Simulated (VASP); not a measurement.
Input of a VASP 6.6.1 run:

File INCAR:

```
SYSTEM = Bi
  PREC = Accurate
  ENCUT = 520
  EDIFF = 1E-7
  ISMEAR = 0
  SIGMA = 0.1
  LREAL = .FALSE.
  LASPH = .TRUE.
  NELM = 60
  ALGO = Normal
  ISIF = 2
  LWAVE = .FALSE.
  LCHARG = .TRUE.
  GGA = PE
  LELF = .TRUE.
  LVHAR = .TRUE.
  NBANDS = 14
```

The input KPOINTS:

```
regular mesh
0
G
  8 8 8
  0 0 0
```

File POSCAR:

```
Bi
1.0
   -1.9007245728      1.9007245728      1.9007245728
    1.9007245728     -1.9007245728      1.9007245728
    1.9007245728      1.9007245728     -1.9007245728
Bi
1
Direct
    0.0000000000      0.0000000000      0.0000000000
```

Potentials or basis: VASP PAW PBE potentials, release 64 (Bi_d).

Command:

```sh
$ cat potpaw_PBE.64/Bi_d/POTCAR > POTCAR
$ mpirun -np 1 vasp_std > vasp.out
```

Problem. Estimate the pressure.

Solution. 10.0 GPa.
